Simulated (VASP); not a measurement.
Input of a VASP 6.6.1 run:

Contents of INCAR:

```
PREC = Accurate
ENCUT = 520
EDIFF = 1E-6
ISMEAR = 0
SIGMA = 0.05
LREAL = False
LASPH = True
NELM = 150
ALGO = Normal
ISIF = 2
LWAVE = False
LCHARG = True
MAGMOM = 0 0 0 0 0 0
LORBIT = 11
LSORBIT = True
GGA_COMPAT = False
LORBMOM = True
GGA = PE
LVHAR = True
NBANDS = 20
```

File KPOINTS:

```
regular mesh
0
Gamma
  14 14 14
```

The input POSCAR:

```
Si
1.0
    0.0000000000      2.7350952871      2.7350952871
    2.7350952871      0.0000000000      2.7350952871
    2.7350952871      2.7350952871      0.0000000000
Si
2
Direct
    0.5000000000      0.5000000000      0.5000000000
    0.7500000000      0.7500000000      0.7500000000
```

Potentials or basis: VASP PAW PBE potentials, release 64 (Si).

Launch:

```console
$ cat potpaw_PBE.64/Si/POTCAR > POTCAR
$ mpirun -np 1 vasp_ncl > vasp.out
```

(1) What does it give for the net moment?

(2) Estimate the pressure.

## Answers

(1) 0.00 μB per cell.

(2) -0.1 GPa.
